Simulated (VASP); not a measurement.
Wanted: the native input for a VASP 6.6.1 run.

- Task: single point
- Functional: PBE
- Dispersion: D3(BJ)
- Potentials or basis: VASP PAW PBE potentials, release 64 (S, W_sv)
- Cutoff: 520 eV
- k mesh: 9 × 9 × 1
- Occupations: gaussian, width 0.05 eV
- Spin: no spin polarisation
- Dipole correction: yes
- Further INCAR settings: ALGO = Normal; EDIFF = 1e-06; NBANDS = 35

The structure of WS2 lies in POSCAR:

```
WS2
1.0
    3.1595456749      0.0000000000      0.0000000000
   -1.5797728375      2.7362468188      0.0000000000
    0.0000000000      0.0000000000     23.8042574588
S W
4 2
Direct
    0.3333333333      0.6666666667      0.1890418135
    0.3333333333      0.6666666667      0.3214605094
    0.3333333333      0.8333333333      0.4743743319
    0.3333333333      0.8333333333      0.6067930278
    0.6666666667      0.3333333333      0.2552511583
    0.6666666667      0.5000000000      0.5405836767
```

These files were run (other wordings do the same):

INCAR

```
SYSTEM = WS2
PREC = Accurate
ENCUT = 520
EDIFF = 1E-6
ISMEAR = 0
SIGMA = 0.05
LREAL = .False.
LASPH = .True.
NELM = 100
ALGO = Normal
ISIF = 2
LWAVE = .False.
LCHARG = .False.
LDIPOL = .True.
IDIPOL = 3
DIPOL = 0.5 0.5 0.398
GGA = PE
IVDW = 12
NBANDS = 35
```

KPOINTS

```
regular mesh
0
Gamma
  9 9 1
  0 0 0
```

Potentials or basis: VASP PAW PBE potentials, release 64 (S, W_sv).

Run with:

```console
$ cat potpaw_PBE.64/S/POTCAR potpaw_PBE.64/W_sv/POTCAR > POTCAR
$ mpirun -np 1 vasp_std > vasp.out
```

It gave:

| Item | Value |
| --- | --- |
| Largest force | 0.035 eV/Å |
| Band gap on the k mesh | 1.80 eV, indirect (least direct gap 1.91 eV) |
| Dispersion energy per atom | -0.347 eV |

Caveat: spin-orbit coupling is left out, which moves the levels of the heavy elements.

Wall time 3.5 min on 1 thread of Intel(R) Xeon(R) Platinum 8488C (Sapphire Rapids), on a shared host, peak memory 0.39 GiB.
